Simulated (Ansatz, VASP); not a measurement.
La2O3 in VASP and in Ansatz

INCAR

```
  ALGO = Normal
  EDIFF = 1E-6
  EDIFFG = -0.01
  ENCUT = 600
  GGA = PE
  IBRION = 2
  ISIF = 3
  ISMEAR = -1
  LASPH = T
  LCHARG = F
  LREAL = F
  LWAVE = F
  NELM = 100
  NSW = 60
  PREC = Accurate
  SIGMA = 0.05
```

KPOINTS

```
k-points
0
Gamma
  8 8 5
```

The input POSCAR:

```
La2O3
1.0
    3.9307778780      0.0000000000      0.0000000000
   -1.9653889390      3.4041534990      0.0000000000
    0.0000000000      0.0000000000      6.1119535200
La O
2 3
Direct
    0.3333333333      0.6666666667      0.2462356800
    0.6666666667      0.3333333333      0.7537643200
    0.0000000000      0.0000000000      0.0000000000
    0.3333333333      0.6666666667      0.6458906500
    0.6666666667      0.3333333333      0.3541093500
```

File input.yaml:

```yaml
crystal:
  lattice:
    - [3.930777878, 0.0, 0.0]
    - [-1.965388939, 3.404153499, 0.0]
    - [0.0, 0.0, 6.11195352]
  atoms:
    - { symbol: La, position: [0.3333333333, 0.6666666667, 0.24623568] }
    - { symbol: La, position: [0.6666666667, 0.3333333333, 0.75376432] }
    - { symbol: O, position: [0.0, 0.0, 0.0] }
    - { symbol: O, position: [0.3333333333, 0.6666666667, 0.64589065] }
    - { symbol: O, position: [0.6666666667, 0.3333333333, 0.35410935] }
hamiltonian:
  xc: pbe
  pseudopotentials: { kind: paw }
kpoints:
  mp_grid: { grid: [8, 8, 5] }
scf:
  occupations: { method: fermi_dirac, width: 0.05 }
output:
  forces: true
  stress: true
  eigenvalues: true
relax:
  f_tol: 0.01
  max_steps: 40
  cell: { stress_tol: 0.05 }
```

Alike in both runs: task relaxation of cell and atoms; functional PBE; k mesh 8 × 8 × 5; occupations fermi-dirac, width 0.05 eV; no spin polarisation.

|  | VASP | Ansatz |
| --- | --- | --- |
| version | VASP 6.6.1 | Ansatz 0.2.0 |
| potentials or method | VASP PAW PBE potentials, release 64 (La, O) | Ansatz PAW |
| plane-wave cutoff (eV) | 600 | 420 |
| valence electrons in the cell | 40 | 40 |

```tsv
	VASP	Ansatz	Ansatz less VASP
gap on the k mesh at the Fermi level, each at its own relaxed structure (eV)	3.89	3.86	-0.022
relaxed volume (Å³/atom)	16.59	16.64	+0.053
relaxed cell length with the largest relative difference (Å)	6.179	6.188	+0.0082
```

Spin-orbit coupling is off throughout. Noted on Ansatz's run: odd divisions of the mesh miss points on the zone boundary, where band edges often lie, so the gap on the mesh can be too wide; the plane-wave basis is chosen anew once the cell has moved, so the energies of steps on either side of that aren't comparable.
